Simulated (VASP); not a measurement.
A run of VASP 6.6.1 is set up as follows.

The input INCAR:

```
SYSTEM = Si3N2
PREC = Accurate ; ENCUT = 520
EDIFF = 1E-6 ; ISMEAR = 0
SIGMA = 0.1 ; LREAL = .False.
LASPH = .True. ; NELM = 80
ALGO = Normal ; ISIF = 2
LWAVE = .False. ; LCHARG = .True.
GGA = PE ; LELF = .True.
LVHAR = .True. ; NBANDS = 19
```

The input KPOINTS:

```
regular mesh
0
Gamma
  12 12 12
  0 0 0
```

File POSCAR:

```
Si3N2
1.0
    1.3831958761      0.7985885114      7.8066829653
   -1.3831958761      0.7985885114      7.8066829653
    0.0000000000     -1.5971770228      7.8066829653
Si N
3 2
Direct
    0.7831182533      0.7831182533      0.7831182533
    0.2168817467      0.2168817467      0.2168817467
    0.0000000000      0.0000000000      0.0000000000
    0.6229412776      0.6229412776      0.6229412776
    0.3770587224      0.3770587224      0.3770587224
```

Potentials or basis: VASP PAW PBE potentials, release 64 (Si, N).

The run is started by

```bash
$ cat potpaw_PBE.64/Si/POTCAR potpaw_PBE.64/N/POTCAR > POTCAR
$ mpirun -np 1 vasp_std > vasp.out
```

Q: What does it give for the pressure?

A: 0.0 GPa.

Q: What does it give for the band gap on the k mesh?

A: Zero (bands 11 and 12 overlap by 4.44 eV).
